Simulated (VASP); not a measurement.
# CoSi16 (a cell with a defect) in VASP: single point with r2SCAN

Aim: the single point of CoSi16 (a cell with a defect) with r2SCAN.

Everything below comes from runs of VASP 6.6.1. Logs are shortened: lines on timing, memory, paths and dates and some standing lists are left out, and cuts for length are marked.

### Step 1. The cell of the first run

The cell holds a defect, 17 atoms: a = 7.679 Å, b = 7.679 Å, c = 7.679 Å, α = 60.00°, β = 60.00°, γ = 60.00°.

### Step 2. Single point, r2SCAN, collinear spin, ferromagnetic start

POSCAR

```
CoSi16
1.0
    0.0000000000      5.4300000000      5.4300000000
    5.4300000000      0.0000000000      5.4300000000
    5.4300000000      5.4300000000      0.0000000000
Si Co
16 1
Direct
    0.0035001562     -0.0036552417     -0.0034035580
    0.1172078041      0.1249030101      0.1244538782
   -0.0036722654     -0.0001614922      0.5002737377
    0.1275650377      0.1204469310      0.6249651746
   -0.0041968852      0.5005241158     -0.0003452830
    0.1269307928      0.6247408106      0.1207263582
    0.0021241422      0.4976896845      0.4979828005
    0.1251430864      0.6242194513      0.6240814574
    0.4953440205      0.0044431986      0.0047917482
    0.6333793781      0.1241194927      0.1252202377
    0.5039520127     -0.0006633690      0.5008383817
    0.6210059973      0.1289637565      0.6294756817
    0.5034955345      0.4999569225      0.0001475605
    0.6204756558      0.6291172357      0.1293396522
    0.4980841674      0.5016838137      0.5020556821
    0.6264743451      0.6237598841      0.6245302338
    0.2550287498      0.2449723456      1.2449548166
```

INCAR.step1

```
PREC = Accurate ; ENCUT = 580
ISMEAR = 0 ; SIGMA = 0.02
LREAL = F ; LASPH = T
NELM = 200 ; ISPIN = 2
MAGMOM = 0 0 0 0 0 0 0 0 0 0 0 0 0 0 0 0 1 ; LMAXMIX = 4
NBANDS = 54 ; GGA = PE
ALGO = Normal ; EDIFF = 1E-5
LWAVE = T ; LCHARG = F
GGA_COMPAT = F
```

INCAR.step2

```
PREC = Accurate ; ENCUT = 580
EDIFF = 1E-6 ; ISMEAR = 0
SIGMA = 0.02 ; LREAL = F
LASPH = T ; NELM = 200
ALGO = Normal ; ISIF = 2
LWAVE = F ; LCHARG = T
ISPIN = 2 ; MAGMOM = 0 0 0 0 0 0 0 0 0 0 0 0 0 0 0 0 1
LORBIT = 11 ; LMAXMIX = 4
METAGGA = R2SCAN ; LMIXTAU = T
LELF = T ; LVHAR = T
NBANDS = 54 ; ISTART = 1
GGA_COMPAT = F
```

KPOINTS

```
regular mesh
0
Gamma
  2 2 2
```

Potentials or basis: VASP PAW PBE potentials, release 64 (Si, Co).

The run is started by

```sh
$ cat potpaw_PBE.64/Si/POTCAR potpaw_PBE.64/Co/POTCAR > POTCAR
$ cp INCAR.step1 INCAR
$ mpirun -np 1 vasp_std > vasp.out
$ cp INCAR.step2 INCAR
$ mpirun -np 1 vasp_std > vasp.out
```

OUTCAR:

```text
PREC = Accurate
   ENCUT = 580
   EDIFF = 1E-6
   ISMEAR = 0
   LREAL = F
   LASPH = T
   NELM = 200
   ISIF = 2
   ISPIN = 2
   LORBIT = 11
   METAGGA = R2SCAN
   ISTART = 1

 ion  position               nearest neighbor table
   1  0.004  0.996  0.997-  10 2.32   2 2.32   6 2.33   4 2.33
   2  0.117  0.125  0.124-   1 2.32   5 2.36   3 2.36   9 2.37  17 2.37
   3  0.996  1.000  0.500-  12 2.35   8 2.36   2 2.36   4 2.36  17 2.74
   4  0.128  0.120  0.625-   1 2.33  11 2.36   3 2.36   7 2.37  17 2.38
   5  0.996  0.501  1.000-  14 2.35   8 2.36   2 2.36   6 2.36  17 2.74
   6  0.127  0.625  0.121-   1 2.33   5 2.36  13 2.36   7 2.37  17 2.38
   7  0.002  0.498  0.498-   8 2.36  16 2.36   4 2.37   6 2.37  17 2.75
   8  0.125  0.624  0.624-  15 2.34   5 2.36   3 2.36   7 2.36
   9  0.495  0.004  0.005-  12 2.35  14 2.35   2 2.37  10 2.37  17 2.61
  10  0.633  0.124  0.125-   1 2.32  11 2.36  13 2.36   9 2.37  17 2.37
  11  0.504  0.999  0.501-  12 2.35  16 2.36  10 2.36   4 2.36  17 2.74
  12  0.621  0.129  0.629-  15 2.34   9 2.35  11 2.35   3 2.35
  13  0.503  0.500  0.000-  14 2.35  16 2.36  10 2.36   6 2.36  17 2.73
  14  0.620  0.629  0.129-  15 2.34   9 2.35   5 2.35  13 2.35
  15  0.498  0.502  0.502-  14 2.34  12 2.34  16 2.34   8 2.34
  16  0.626  0.624  0.625-  15 2.34  11 2.36  13 2.36   7 2.36
  17  0.255  0.245  0.245-  10 2.37   2 2.37   6 2.38   4 2.38   9 2.61  13 2.73   3 2.74   5 2.74
                            11 2.74   7 2.75

  LATTYP: Found a face centered cubic cell.
 ALAT       =    10.8600000000

  Lattice vectors:

 A1 = (   0.0000000000,   5.4300000000,   5.4300000000)
 A2 = (   5.4300000000,   0.0000000000,   5.4300000000)
 A3 = (   5.4300000000,   5.4300000000,   0.0000000000)

Analysis of symmetry for initial positions (statically):
=====================================================================
 Subroutine PRICEL returns:
 Original cell was already a primitive cell.

 Routine SETGRP: Setting up the symmetry group for a
 face centered cubic supercell.

 Subroutine GETGRP returns: Found  1 space group operations
 (whereof  1 operations were pure point group operations)
 out of a pool of 48 trial point group operations.

The static configuration has the point symmetry C_1 .

Analysis of symmetry for dynamics (positions and initial velocities):
=====================================================================
 Subroutine PRICEL returns:
 Original cell was already a primitive cell.

 Routine SETGRP: Setting up the symmetry group for a
 face centered cubic supercell.

 Subroutine GETGRP returns: Found  1 space group operations
 (whereof  1 operations were pure point group operations)
 out of a pool of 48 trial point group operations.

The dynamic configuration has the point symmetry C_1 .

Analysis of structural, dynamic, and magnetic symmetry:
=====================================================================
 Subroutine PRICEL returns:
 Original cell was already a primitive cell.

 Routine SETGRP: Setting up the symmetry group for a
 face centered cubic supercell.

 Subroutine GETGRP returns: Found  1 space group operations
 (whereof  1 operations were pure point group operations)
 out of a pool of 48 trial point group operations.

The overall configuration has the point symmetry C_1 .

 Subroutine INISYM returns: Found  1 space group operations
 (whereof  1 operations are pure point group operations),
 and found     1 'primitive' translations

----------------------------------------------------------------------------------------

                                     Primitive cell

  volume of cell :     320.2060

  direct lattice vectors                    reciprocal lattice vectors
     0.000000000  5.430000000  5.430000000    -0.092081031  0.092081031  0.092081031
     5.430000000  0.000000000  5.430000000     0.092081031 -0.092081031  0.092081031
     5.430000000  5.430000000  0.000000000     0.092081031  0.092081031 -0.092081031

  length of vectors
     7.679179644  7.679179644  7.679179644     0.159489025  0.159489025  0.159489025

  position of ions in fractional coordinates (direct lattice)
     0.003500156  0.996344758  0.996596442
     0.117207804  0.124903010  0.124453878
     0.996327735  0.999838508  0.500273738
     0.127565038  0.120446931  0.624965175
     0.995803115  0.500524116  0.999654717
     0.126930793  0.624740811  0.120726358
[... 9 lines left out ...]
     0.626474345  0.623759884  0.624530234
     0.255028750  0.244972346  0.244954817

[... 57 lines left out ...]
   number of dos      NEDOS =    301   number of ions     NIONS =     17
   total plane-waves  NPLWV = 216000
   dimension x,y,z NGX =    60 NGY =   60 NGZ =   60
   dimension x,y,z NGXF=   120 NGYF=  120 NGZF=  120
   ions per type =              16   1
   NGX,Y,Z   is equivalent  to a cutoff of  12.99, 12.99, 12.99 a.u.
   NGXF,Y,Z  is equivalent  to a cutoff of  25.98, 25.98, 25.98 a.u.
 SYSTEM =  unknown system
   PREC   = accura    normal or accurate (medium, high low for compatibility)
   ISTART =      1    job   : 0-new  1-cont  2-samecut
   ICHARG =      0    charge: 1-file 2-atom 10-const
   ISPIN  =      2    spin polarized calculation?
   LNONCOLLINEAR =      F non collinear calculations
   LSORBIT =      F    spin-orbit coupling
   LASPH  =      T    aspherical Exc in radial PAW
   ENCUT  =  580.0 eV  42.63 Ry    6.53 a.u.  15.08 15.08 15.08*2*pi/ulx,y,z
   NELM   =    200;   NELMIN=  2; NELMDL=  0     # of ELM steps
   EDIFF  = 0.1E-05   stopping-criterion for ELM
   LREAL  =      F    real-space projection
[... 7 lines left out ...]
   TEBEG  =    0.0;   TEEND  =   0.0 temperature during run
   PSTRESS=    0.0 pullay stress
   NELECT =      73.0000    total number of electrons
   NUPDOWN=      -1.0000    fix difference up-down
   EMIN   =  10.00;   EMAX   =-10.00  energy-range for DOS
   EFERMI =   0.00;   METHOD = LEGACY
   ISMEAR =     0;   SIGMA  =   0.02  broadening in eV -4-tet -1-fermi 0-gaus
   EFERMI_NEDOS =   21; number of points for ismear=-14 and -15
   IALGO  =     38    algorithm
   IMIX   =      4    mixing-type and parameters
     AMIX     =   0.40;   BMIX     =  1.00
     AMIX_MAG =   1.60;   BMIX_MAG =  1.00
  volume/ion in A,a.u.               =      18.84       127.11
  Fermi-wavevector in a.u.,A,eV,Ry     =   1.000090  1.889897 13.608288  1.000181
  Thomas-Fermi vector in A             =   2.132424
   LORBIT       =     11    0 simple, 1 ext, 2 COOP (PROOUT), +10 PAW based schemes
   METAGGA = R2SCAN    functional components
   LHFCALC =     F    Hartree Fock is set to
   AEXX    =    0.0000 exact exchange contribution
   IVDW    =     0    specifies the selected vdW correction
   LEPSILON=     F    determine dielectric tensor
   LRPA    =     F    only Hartree local field effects (RPA)
 spin polarized calculation
 Gauss-broadening in eV      SIGMA  =   0.02
  energy-cutoff  :      580.00
  volume of cell :      320.21
 maximum number of plane-waves:     10200
   NGX = 31   NGY = 31   NGZ = 31

 number of electron      73.0000001 magnetization      -1.2498066

 Free energy of the ion-electron system (eV)
  ---------------------------------------------------
  ext. energy  EPLUGINS =         0.00000000
  ---------------------------------------------------
  free energy    TOTEN  =      -150.97462687 eV

  energy without entropy =     -150.97460933  energy(sigma->0) =     -150.97461810

 E-fermi :   6.8444     XC(G=0): -10.1588

 val. band max:        6.7995588261   @ k =   0.0000   0.0000   0.5000
 cond. band min:       6.8894192985   @ k =   0.5000   0.5000   0.5000
 fundamental gap:      0.0898604725
 Fermi energy:         6.8443613370

 spin component 1

 k-point     1 :       0.0000    0.0000    0.0000
  band No.  band energies     occupation
      1      -6.5380      1.00000
      2      -4.0429      1.00000
      3      -4.0352      1.00000
      4      -4.0287      1.00000
      5      -4.0141      1.00000
      6      -2.3796      1.00000
[... 397 lines left out ...]
     47      10.7645      0.00000
     48      10.7988      0.00000
 Fermi energy:         6.8443613370

 spin component 2

 k-point     1 :       0.0000    0.0000    0.0000
  band No.  band energies     occupation
      1      -6.5251      1.00000
      2      -4.0470      1.00000
      3      -4.0441      1.00000
      4      -4.0198      1.00000
      5      -4.0162      1.00000
      6      -2.3304      1.00000
[... 397 lines left out ...]
     47      10.7567      0.00000
     48      10.7739      0.00000
 [bands above 48 left out]

------------------------ aborting loop because EDIFF is reached ----------------------------------------

  FORCE on cell =-STRESS in cart. coord.  units (eV):
  Direction    XX          YY          ZZ          XY          YZ          ZX
  --------------------------------------------------------------------------------------
  -------------------------------------------------------------------------------------
  Total        1.5369759      1.7957905      1.7840513     -0.0026892      0.1889798      0.0011880
  in kB        7.6903864      8.9853867      8.9266486     -0.0134555      0.9455759      0.0059442
  external PRESSURE =       8.5341406 kB  Pullay stress =       0.0000000 kB

 VOLUME and BASIS-vectors are now :
 -----------------------------------------------------------------------------
  energy-cutoff  :      580.00
  volume of cell :      320.21
      direct lattice vectors                 reciprocal lattice vectors
     0.000000000  5.430000000  5.430000000    -0.092081031  0.092081031  0.092081031
     5.430000000  0.000000000  5.430000000     0.092081031 -0.092081031  0.092081031
     5.430000000  5.430000000  0.000000000     0.092081031  0.092081031 -0.092081031

 POSITION                                       TOTAL-FORCE (eV/Angst)
 -----------------------------------------------------------------------------------
     10.82167      5.43052      5.42916         0.005492     -0.000125      0.000029
      1.35401      1.31222      1.31466         0.001139      0.002141     -0.005676
      8.14561      8.12655     10.83918        -0.001535      0.001175     -0.001084
      4.04759      4.08624      1.34670         0.013702     -0.002872     -0.002392
      8.14597     10.83534      8.12506         0.000230     -0.001498      0.001735
      4.04789      1.34478      4.08158         0.014093      0.001700      0.003347
[... 9 lines left out ...]
      6.77822      6.79295      6.78877        -0.001299     -0.000025     -0.000749
      2.66030      2.71491      2.71501        -0.015955      0.002161     -0.003045
 -----------------------------------------------------------------------------------
    total drift:                               -0.000102     -0.000013      0.000012

  FREE ENERGIE OF THE ION-ELECTRON SYSTEM (eV)
  ---------------------------------------------------
  free  energy   TOTEN  =      -150.9746268705 eV

  energy  without entropy=     -150.9746093261  energy(sigma->0) =     -150.97461810

 total charge

# of ion       s       p       d       tot
------------------------------------------
    1        0.753   0.955   0.000   1.708
    2        0.725   0.987   0.000   1.712
    3        0.729   0.973   0.000   1.702
    4        0.726   0.986   0.000   1.712
    5        0.729   0.973   0.000   1.702
    6        0.726   0.986   0.000   1.712
[... 9 lines left out ...]
   16        0.736   0.968   0.000   1.705
   17        0.398   0.426   7.496   8.320
--------------------------------------------------
tot         12.109  16.023   7.496  35.627

 magnetization (x)

# of ion       s       p       d       tot
------------------------------------------
    1        0.001   0.003   0.000   0.004
    2        0.000  -0.017   0.000  -0.017
    3       -0.001  -0.002   0.000  -0.003
    4        0.000  -0.022   0.000  -0.021
    5       -0.001  -0.003   0.000  -0.003
    6        0.000  -0.022   0.000  -0.021
[... 9 lines left out ...]
   16        0.000  -0.009   0.000  -0.009
   17       -0.005  -0.003  -1.250  -1.259
--------------------------------------------------
tot         -0.001  -0.122  -1.250  -1.374
```

Wall time 20 min (1 thread of Intel Xeon 6975P-C (Granite Rapids), shared host); peak memory 0.86 GiB.

What came out:

```yaml
Free_energy: -150.9746 eV
Pressure: 0.9 GPa
Largest_force: 0.016 eV/Å
Net_moment: -1.25 μB per cell
Site_moments: Si +0.00, -0.02, -0.00, -0.01, +0.01 (each value once); Co -1.26 μB
Valence_electrons_inside_the_program's_atomic_spheres: Si 1.71, 1.70, 1.72 (each value once); Co 8.32
```

Forces in eV/Å, atoms in the order of the input:
```
Si   0.005  0.000  0.000
Si   0.001  0.002 -0.006
Si  -0.002  0.001 -0.001
Si   0.014 -0.003 -0.002
Si   0.000 -0.001  0.002
Si   0.014  0.002  0.003
Si   0.001  0.000  0.000
Si  -0.001  0.001  0.001
Si  -0.012  0.000  0.000
Si   0.001 -0.002  0.006
Si  -0.001  0.001 -0.001
Si   0.000 -0.004  0.002
Si  -0.001 -0.001  0.001
Si  -0.001  0.003 -0.002
Si  -0.001  0.000  0.000
Si  -0.001  0.000 -0.001
Co  -0.016  0.002 -0.003
```

Stress tensor (GPa, compression positive):
```
0.77 0.00 0.00
0.00 0.90 0.09
0.00 0.09 0.89
```

Caveat: the k points lie up to 0.50 Å⁻¹ apart; the PAW data sets were made with another functional, which shifts forces and pressure a little.
